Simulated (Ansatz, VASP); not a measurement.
CsSnBr3: VASP beside Ansatz

```
CELL_PARAMETERS angstrom
5.83901 0.00000 0.00000
0.00000 5.83901 0.00000
0.00000 0.00000 5.83901
ATOMIC_POSITIONS crystal
Cs 0.00000 0.00000 0.00000
Sn 0.50000 0.50000 0.50000
Br 0.50000 0.00000 0.50000
Br 0.50000 0.50000 0.00000
Br 0.00000 0.50000 0.50000
```

Alike in both runs: task single point; functional LDA; k mesh 4 × 4 × 4; no spin polarisation.

```csv
,VASP,Ansatz
version,VASP 6.6.1,Ansatz 0.2.0
potentials or method,"VASP PAW LDA potentials, release 64 (Cs_sv, Sn_d, Br), cutoff 500 eV","plane waves, PAW"
occupations,"gaussian, width 0.01 eV",fixed
valence electrons in the cell,44,44
```

|  | VASP | Ansatz | Ansatz less VASP |
| --- | --- | --- | --- |
| pressure (GPa) | -1.7 | -1.7 | -0.02 |

LDA's correlation is that of Perdew and Zunger in VASP and of Perdew and Wang (1992) in Ansatz.

Neither program's run includes spin-orbit coupling.
